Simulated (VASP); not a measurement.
Set up this calculation in VASP 6.6.1, as the native input.

```yaml
Task: relaxation of cell and atoms
Functional: PBE
Potentials_or_basis: VASP PAW PBE potentials, release 64 (In_d)
Cutoff: 600 eV
k_mesh: 6 × 6 × 6
Occupations: gaussian, width 0.1 eV
Spin: no spin polarisation
Dipole_correction: no
Further_INCAR_settings: ALGO = Fast; EDIFF = 1e-07; IBRION = 2; EDIFFG = -0.04; NSW = 90; ISIF = 3
```

The structure of In lies in POSCAR:

```
In
1.0
    2.6803232700      0.0000000000      0.0000000000
    0.0000000000      2.7542942500      0.0000000000
    0.0000000000      0.0000000000      3.4738872300
In
1
Direct
    0.5000000000      0.0000000000      0.5000000000
```

These files were run (other wordings do the same):

INCAR

```
SYSTEM = In
PREC = Accurate ; ENCUT = 600
EDIFF = 1E-7 ; ISMEAR = 0
SIGMA = 0.1 ; LREAL = .False.
LASPH = .True. ; NELM = 100
ALGO = Fast ; ISIF = 3
LWAVE = .False. ; LCHARG = .False.
GGA = PE ; IBRION = 2
NSW = 90 ; EDIFFG = -0.04
```

KPOINTS

```
Automatic mesh
0
Gamma
  6 6 6
  0 0 0
```

Potentials or basis: VASP PAW PBE potentials, release 64 (In_d).

Run with:

```sh
$ cat potpaw_PBE.64/In_d/POTCAR > POTCAR
$ mpirun -np 1 vasp_std > vasp.out
```

Results of the run:

```json
{
 "Relaxed volume": "30.35 Å³/atom",
 "Relaxed cell": "a = 3.226 Å, b = 2.909 Å, c = 3.235 Å, α = 90.00°, β = 90.00°, γ = 90.00°",
 "Space group after relaxing (to 0.05 Å)": "P4/mmm (No. 123)",
 "Energy gained by relaxing": "338.5 meV/atom",
 "Ionic steps": "31",
 "Pressure after relaxing": "0.0 GPa"
}
```

Caveat: the k points lie up to 0.36 Å⁻¹ apart in the final cell; the volume moved by over 15 % at a fixed basis, so the end points are rough.

It took 6.4 min on 1 thread of Intel(R) Xeon(R) Platinum 8259CL CPU @ 2.50GHz (Skylake/Cascade Lake) (shared host), peak memory 0.16 GiB.
